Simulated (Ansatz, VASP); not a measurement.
**Co in VASP and in Ansatz**

```
Co
1.0
     2.38672    0.00000    0.00000
    -1.19336    2.06696    0.00000
     0.00000    0.00000    2.24182
Co
1
Cartesian
  0.0000 0.0000 0.0000
```

Change from the starting cell: volume scaled by 0.92, PAW files.

Alike in both runs: task single point; functional PBE; k mesh 18 × 18 × 17; occupations fermi-dirac, width 0.1 eV; collinear spin.

|  | VASP | Ansatz |
| --- | --- | --- |
| version | VASP 6.6.1 | Ansatz 0.2.0 |
| potentials or method | VASP PAW PBE potentials, release 64 (Co_sv) | PAW with Ansatz's default frozen-core files, scalar-relativistic |
| plane-wave cutoff (eV) | 600 | 420 |
| valence electrons in the cell | 17 | 17 |

Ansatz gave:

```
pressure (GPa)                                                : 15.5
net moment per atom (μB)                                      : 1.62
size of the moment on the site where the two differ most (μB) : 1.63
```

Problem. Estimate VASP's values.

Solution. Pressure (GPa): 11.4; net moment per atom (μB): 1.62; size of the moment on the site where the two differ most (μB): 1.63.

Site moments also hang on the region over which each program counts them.
